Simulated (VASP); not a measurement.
# PbS (C2/c) in VASP: notebook

The runs below take PbS through single point, with PBEsol.

All numbers are computed with VASP 6.6.1; they aren't measurements. Logs are shortened: lines on timing, memory, paths and dates and some standing lists are left out, and cuts for length are marked.

## Step 1: The cell of the first run

The structure is monoclinic, space group C2/c (No. 15). Conventional cell: a = 4.160 Å, b = 11.983 Å, c = 4.280 Å, α = 90.00°, β = 91.15°, γ = 90.00°. Within 3.5 Å of Pb (site symmetry 2) lie 5 S at 2.69 to 3.02 Å. Within 3.5 Å of S (site symmetry 2) lie 5 Pb at 2.69 to 3.02 Å.

## Step 2: Single point, PBEsol (strain -0.0200 x Voigt [0, 0, 0, 0, 1, 0])

Contents of INCAR:

```
  ALGO = Normal
  EDIFF = 1E-6
  ENCUT = 520
  GGA = PS
  ISIF = 2
  ISMEAR = 0
  LASPH = T
  LCHARG = F
  LREAL = F
  LWAVE = F
  NBANDS = 28
  NELM = 80
  PREC = Accurate
  SIGMA = 0.05
```

Contents of KPOINTS:

```
k-points
0
Gamma
  8 8 6
```

Contents of POSCAR:

```
PbS
1.0
    2.0799526950     -5.9912968650     -0.0207995269
    2.0799526950      5.9912968650     -0.0207995269
   -0.0427932094      0.0000000000      4.2793209400
Pb S
2 2
Direct
    0.8694366500      0.1305633500      0.7500000000
    0.1305633500      0.8694366500      0.2500000000
    0.6452029100      0.3547970900      0.7500000000
    0.3547970900      0.6452029100      0.2500000000
```

Potentials or basis: VASP PAW PBE potentials, release 64 (Pb_d, S).

On the command line:

```bash
$ cat potpaw_PBE.64/Pb_d/POTCAR potpaw_PBE.64/S/POTCAR > POTCAR
$ mpirun -np 1 vasp_std > vasp.out
```

OUTCAR:

```text
EDIFF = 1E-6
   ENCUT = 520
   GGA = PS
   ISIF = 2
   ISMEAR = 0
   LASPH = T
   LREAL = F
   NELM = 80
   PREC = Accurate

 ion  position               nearest neighbor table
   1  0.869  0.131  0.750-   3 2.69   4 2.96   4 2.96   4 3.02   4 3.02   2 3.79   2 3.79   2 4.11
                             2 4.11
   2  0.131  0.869  0.250-   4 2.69   3 2.96   3 2.96   3 3.02   3 3.02   1 3.79   1 3.79   1 4.11
                             1 4.11
   3  0.645  0.355  0.750-   1 2.69   2 2.96   2 2.96   2 3.02   2 3.02
   4  0.355  0.645  0.250-   2 2.69   1 2.96   1 2.96   1 3.02   1 3.02

  LATTYP: Found a base centered monoclinic cell.
 ALAT       =     4.1601133801
 B/A-ratio  =     2.8803526816
 C/A-ratio  =     1.0287063139
 COS(beta)  =    -0.0199980002

  Lattice vectors:

 A1 = (   2.0799526950,  -5.9912968650,  -0.0207995269)
 A2 = (   2.0799526950,   5.9912968650,  -0.0207995269)
 A3 = (  -0.0427932094,   0.0000000000,   4.2793209400)

Analysis of symmetry for initial positions (statically):
=====================================================================
 Subroutine PRICEL returns:
 Original cell was already a primitive cell.

 Routine SETGRP: Setting up the symmetry group for a
 base centered monoclinic supercell.

 Subroutine GETGRP returns: Found  4 space group operations
 (whereof  2 operations were pure point group operations)
 out of a pool of  4 trial point group operations.

The static configuration has the point symmetry S_2 .
 The point group associated with its full space group is C_2h.

Analysis of symmetry for dynamics (positions and initial velocities):
=====================================================================
 Subroutine PRICEL returns:
 Original cell was already a primitive cell.

 Routine SETGRP: Setting up the symmetry group for a
 base centered monoclinic supercell.

 Subroutine GETGRP returns: Found  4 space group operations
 (whereof  2 operations were pure point group operations)
 out of a pool of  4 trial point group operations.

The dynamic configuration has the point symmetry S_2 .
 The point group associated with its full space group is C_2h.

 Subroutine INISYM returns: Found  4 space group operations
 (whereof  2 operations are pure point group operations),
 and found     1 'primitive' translations

----------------------------------------------------------------------------------------
[... 96 lines left out ...]
   NELM   =     80;   NELMIN=  2; NELMDL= -5     # of ELM steps
   EDIFF  = 0.1E-05   stopping-criterion for ELM
   LREAL  =      F    real-space projection
   EDIFFG = 0.1E-04   stopping-criterion for IOM
   NSW    =      0    number of steps for IOM
   IBRION =     -1    ionic relax: 0-MD 1-quasi-New 2-CG
   NFREE  =      0    steps in history (QN), initial steepest desc. (CG)
   ISIF   =      2    stress and relaxation
   ISYM   =      2    0-nonsym 1-usesym 2-fastsym
   POTIM  = 0.5000    time-step for ionic-motion
   TEBEG  =    0.0;   TEEND  =   0.0 temperature during run
   PSTRESS=    0.0 pullay stress
   NELECT =      40.0000    total number of electrons
   NUPDOWN=      -1.0000    fix difference up-down
   EMIN   =  10.00;   EMAX   =-10.00  energy-range for DOS
   EFERMI =   0.00;   METHOD = LEGACY
   ISMEAR =     0;   SIGMA  =   0.05  broadening in eV -4-tet -1-fermi 0-gaus
   EFERMI_NEDOS =   21; number of points for ismear=-14 and -15
   IALGO  =     38    algorithm
   IMIX   =      4    mixing-type and parameters
     AMIX     =   0.40;   BMIX     =  1.00
     AMIX_MAG =   1.60;   BMIX_MAG =  1.00
  volume/ion in A,a.u.               =      26.66       179.92
  Fermi-wavevector in a.u.,A,eV,Ry     =   1.180637  2.231080 18.965200  1.393903
  Thomas-Fermi vector in A             =   2.316925
   LORBIT       =      0    0 simple, 1 ext, 2 COOP (PROOUT), +10 PAW based schemes
   GGA     = PS    functional components
   LHFCALC =     F    Hartree Fock is set to
   AEXX    =    0.0000 exact exchange contribution
   IVDW    =     0    specifies the selected vdW correction
   LEPSILON=     F    determine dielectric tensor
   LRPA    =     F    only Hartree local field effects (RPA)
 non-spin polarized calculation
 Gauss-broadening in eV      SIGMA  =   0.05
  energy-cutoff  :      520.00
  volume of cell :      106.64
 maximum number of plane-waves:      2890
   NGX = 23   NGY = 23   NGZ = 15

 number of electron      40.0000007 magnetization

 Free energy of the ion-electron system (eV)
  ---------------------------------------------------
  ext. energy  EPLUGINS =         0.00000000
  ---------------------------------------------------
  free energy    TOTEN  =       -18.73976798 eV

  energy without entropy =      -18.73976798  energy(sigma->0) =      -18.73976798

 E-fermi :   5.0498     XC(G=0):  -9.7806

 val. band max:        4.7633018415   @ k =   0.5000   0.5000   0.3333
 cond. band min:       5.8915747422   @ k =   0.5000   0.5000   0.0000
 fundamental gap:      1.1282729007
 Fermi energy:         5.0497904420

 k-point     1 :       0.0000    0.0000    0.0000
  band No.  band energies     occupation
      1     -11.5234      2.00000
      2     -11.4215      2.00000
      3     -11.4118      2.00000
      4     -11.4098      2.00000
      5     -11.3774      2.00000
      6     -11.3688      2.00000
[... 733 lines left out ...]
     27      12.1531      0.00000
     28      12.6380      0.00000

 [... further k-points ...]

------------------------ aborting loop because EDIFF is reached ----------------------------------------

  FORCE on cell =-STRESS in cart. coord.  units (eV):
  Direction    XX          YY          ZZ          XY          YZ          ZX
  --------------------------------------------------------------------------------------
  -------------------------------------------------------------------------------------
  Total       -1.2947070     -1.0268169     -1.4014900      0.0000000      0.0000000      0.7077709
  in kB      -19.4511978    -15.4265168    -21.0554663      0.0000000      0.0000000     10.6332880
  external PRESSURE =     -18.6443936 kB  Pullay stress =       0.0000000 kB

 VOLUME and BASIS-vectors are now :
 -----------------------------------------------------------------------------
  energy-cutoff  :      520.00
  volume of cell :      106.64
      direct lattice vectors                 reciprocal lattice vectors
     2.079952695 -5.991296865 -0.020799527     0.240414124 -0.083454386  0.002404141
     2.079952695  5.991296865 -0.020799527     0.240414124  0.083454386  0.002404141
    -0.042793209  0.000000000  4.279320940     0.002337053  0.000000000  0.233705306

 POSITION                                       TOTAL-FORCE (eV/Angst)
 -----------------------------------------------------------------------------------
      2.04786     -4.42681      3.18869         0.000000      0.034295      0.000000
      2.06925      4.42681      1.04903         0.000000     -0.034295     -0.000000
      2.04786     -1.73991      3.18869        -0.000000      0.017548      0.000000
      2.06925      1.73991      1.04903        -0.000000     -0.017548     -0.000000
 -----------------------------------------------------------------------------------
    total drift:                               -0.000000     -0.000000      0.000000

  FREE ENERGIE OF THE ION-ELECTRON SYSTEM (eV)
  ---------------------------------------------------
  free  energy   TOTEN  =       -18.7397679797 eV

  energy  without entropy=      -18.7397679797  energy(sigma->0) =      -18.73976798
```

stdout:

```text
POSCAR found type information on POSCAR PbS
 POSCAR found :  2 types and       4 ions
 scaLAPACK will be used
 -----------------------------------------------------------------------------
|                                                                             |
|                                                                             |
|     You enforced a specific xc type in the INCAR file but a different       |
|     I HOPE YOU KNOW WHAT YOU ARE DOING!                                     |
|                                                                             |
 -----------------------------------------------------------------------------

 LDA part: xc-table for (Slater+PW92), standard interpolation
 POSCAR, INCAR and KPOINTS ok, starting setup
 FFT: planning ... GRIDC
 FFT: planning ... GRID_SOFT
 FFT: planning ... GRID
 WAVECAR not read
 entering main loop
```

Wall time 4.4 min (1 thread of Oxide Virtual Turin-like, shared host); peak memory 0.4 GiB.

What came out:

- Free energy: -18.7398 eV
- Pressure: -1.9 GPa
- Largest force: 0.034 eV/Å
- Band gap on the k mesh: 1.13 eV (least direct gap 1.32 eV)

Forces on the atoms (eV/Å):
```
Pb   0.000  0.034  0.000
Pb   0.000 -0.034  0.000
S    0.000  0.018  0.000
S    0.000 -0.018  0.000
```

Levels at points of the mesh, in eV from the valence-band top:
| k point | band 16 | band 17 | band 18 | band 19 | band 20 | band 21 | band 22 | band 23 | band 24 | band 25 |
| --- | --- | --- | --- | --- | --- | --- | --- | --- | --- | --- |
| (0.00, 0.00, 0.00) | -2.94 | -2.34 | -1.65 | -1.41 | -0.45 | 4.64 | 4.65 | 4.83 | 5.50 | 5.81 |
| (0.50, 0.00, 0.00) | -2.00 | -1.31 | -1.14 | -0.34 | -0.33 | 1.73 | 1.82 | 2.23 | 2.96 | 3.15 |
| (0.50, 0.50, 0.00) | -2.52 | -1.91 | -1.85 | -1.26 | -0.43 | 1.13 | 4.42 | 4.74 | 4.91 | 5.57 |
| (0.00, 0.00, 0.50) | -2.72 | -1.08 | -1.08 | -0.07 | -0.07 | 1.77 | 1.77 | 2.77 | 2.77 | 4.99 |
| (0.50, 0.00, 0.50) | -4.28 | -3.12 | -3.10 | -1.46 | -1.35 | 3.32 | 3.45 | 5.14 | 5.37 | 6.22 |
| (0.50, 0.50, 0.50) | -1.18 | -1.18 | -1.18 | -0.46 | -0.46 | 1.67 | 1.67 | 3.19 | 3.19 | 3.46 |

Caveat: the cell differs from its parent crystal (strain -0.0200 x Voigt [0, 0, 0, 0, 1, 0]); the PAW data sets were made with another functional, which shifts forces and pressure a little; spin-orbit coupling is left out, which moves the levels of the heavy elements. A k mesh can miss the band edges.

## Step 3: Single point, PBEsol (strain +0.0150 x Voigt [0, 0, 0, 0, 1, 0])

Contents of INCAR:

```
PREC = Accurate
ENCUT = 520
EDIFF = 1E-6
ISMEAR = 0
SIGMA = 0.05
LREAL = False
LASPH = True
NELM = 80
ALGO = Normal
ISIF = 2
LWAVE = False
LCHARG = False
GGA = PS
NBANDS = 28
```

Contents of KPOINTS:

```
Automatic mesh
0
Gamma
  8 8 6
```

Contents of POSCAR:

```
PbS
1.0
    2.0799526950     -5.9912968650      0.0155996452
    2.0799526950      5.9912968650      0.0155996452
    0.0320949070      0.0000000000      4.2793209400
Pb S
2 2
Direct
    0.8694366500      0.1305633500      0.7500000000
    0.1305633500      0.8694366500      0.2500000000
    0.6452029100      0.3547970900      0.7500000000
    0.3547970900      0.6452029100      0.2500000000
```

Potentials or basis: VASP PAW PBE potentials, release 64 (Pb_d, S).

On the command line:

```bash
$ cat potpaw_PBE.64/Pb_d/POTCAR potpaw_PBE.64/S/POTCAR > POTCAR
$ mpirun -np 1 vasp_std > vasp.out
```

Run time: 5.3 min. Hardware: 1 thread of Oxide Virtual Turin-like, shared host; peak memory 0.39 GiB.

Results (log left out):

```
Free energy            : -18.7428 eV
Pressure               : -1.9 GPa
Largest force          : 0.035 eV/Å
Band gap on the k mesh : 1.13 eV (least direct gap 1.33 eV)
```

Forces in eV/Å, atoms in the order of the input:
```
Pb   0.000  0.035  0.000
Pb   0.000 -0.035  0.000
S    0.000  0.018  0.000
S    0.000 -0.018  0.000
```

Stress tensor (GPa, compression positive):
```
-1.97  0.00 -0.80
 0.00 -1.54  0.00
-0.80  0.00 -2.14
```

Levels at points of the mesh, in eV from the valence-band top:
```
           k point  band 18  band 19  band 20  band 21  band 22  band 23
(0.00, 0.00, 0.00)    -1.64    -1.42    -0.45     4.64     4.65     4.85
(0.50, 0.00, 0.00)    -1.13    -0.34    -0.33     1.73     1.83     2.22
(0.50, 0.50, 0.00)    -1.84    -1.26    -0.43     1.13     4.43     4.74
(0.00, 0.00, 0.50)    -1.07    -0.08    -0.08     1.77     1.77     2.77
(0.50, 0.00, 0.50)    -3.10    -1.44    -1.37     3.34     3.44     5.17
(0.50, 0.50, 0.50)    -1.18    -0.46    -0.46     1.67     1.67     3.19
```

Caveat: the cell differs from its parent crystal (strain +0.0150 x Voigt [0, 0, 0, 0, 1, 0]); the PAW data sets were made with another functional, which shifts forces and pressure a little; spin-orbit coupling is left out, which moves the levels of the heavy elements. A k mesh can miss the band edges.

## Step 4: Single point, PBEsol (strain -0.0100 x Voigt [0, 0, 0, 0, 1, 0])

Changes to INCAR since step 3:

```diff
@@ -7,3 +7,3 @@
 LASPH = True
-NELM = 80
+NELM = 100
 ALGO = Normal
```

KPOINTS is that of step 3.

Contents of POSCAR:

```
PbS
1.0
    2.0799526950     -5.9912968650     -0.0103997635
    2.0799526950      5.9912968650     -0.0103997635
   -0.0213966047      0.0000000000      4.2793209400
Pb S
2 2
Direct
    0.8694366500      0.1305633500      0.7500000000
    0.1305633500      0.8694366500      0.2500000000
    0.6452029100      0.3547970900      0.7500000000
    0.3547970900      0.6452029100      0.2500000000
```

On the command line:

```bash
$ cat potpaw_PBE.64/Pb_d/POTCAR potpaw_PBE.64/S/POTCAR > POTCAR
$ mpirun -np 1 vasp_std > vasp.out
```

It took 4.9 min on 1 thread of Oxide Virtual Turin-like, shared host; peak memory 0.4 GiB.

The run converged. Its results:

| Property | Result |
| --- | --- |
| Free energy | -18.7450 eV |
| Pressure | -1.9 GPa |
| Largest force | 0.036 eV/Å |
| Band gap on the k mesh | 1.13 eV (least direct gap 1.33 eV) |

Forces in eV/Å, atoms in the order of the input:
```
Pb   0.000  0.036  0.000
Pb   0.000 -0.036  0.000
S    0.000  0.018  0.000
S    0.000 -0.018  0.000
```

Stress tensor (GPa, compression positive):
```
-1.99  0.00  0.53
 0.00 -1.54  0.00
 0.53  0.00 -2.16
```

Levels at points of the mesh, in eV from the valence-band top:
```
           k point  band 18  band 19  band 20  band 21  band 22  band 23
(0.00, 0.00, 0.00)    -1.63    -1.43    -0.45     4.64     4.65     4.86
(0.50, 0.00, 0.00)    -1.13    -0.34    -0.34     1.73     1.83     2.21
(0.50, 0.50, 0.00)    -1.83    -1.26    -0.43     1.13     4.44     4.74
(0.00, 0.00, 0.50)    -1.07    -0.08    -0.08     1.78     1.78     2.77
(0.50, 0.00, 0.50)    -3.10    -1.43    -1.38     3.36     3.42     5.20
(0.50, 0.50, 0.50)    -1.17    -0.46    -0.46     1.67     1.67     3.19
```

Caveat: the cell differs from its parent crystal (strain -0.0100 x Voigt [0, 0, 0, 0, 1, 0]); the PAW data sets were made with another functional, which shifts forces and pressure a little; spin-orbit coupling is left out, which moves the levels of the heavy elements. A k mesh can miss the band edges.

## Step 5: The runs side by side

```csv
cell,gap on the mesh (eV),pressure (GPa),largest force (eV/Å)
"a = 6.342, b = 6.342, c = 4.280 Å, angles 90.4, 90.4, 141.7°, 4 atoms",1.13,-1.9,0.03
"a = 6.342, b = 6.342, c = 4.279 Å, angles 89.7, 89.7, 141.7°, 4 atoms",1.13,-1.9,0.04
"a = 6.342, b = 6.342, c = 4.279 Å, angles 90.2, 90.2, 141.7°, 4 atoms",1.13,-1.9,0.04
```

Alike in all rows: task single point; level PBEsol; potentials or basis VASP PAW PBE potentials, release 64 (Pb_d, S); no spin polarisation; k mesh 8 × 8 × 6; cutoff (eV) 520; smearing gaussian 0.05 eV.

Caveats: the PAW data sets were made with another functional, which shifts forces and pressure a little; spin-orbit coupling is left out, which moves the levels of the heavy elements.

Absolute energies hang on the potentials; compare differences alone.
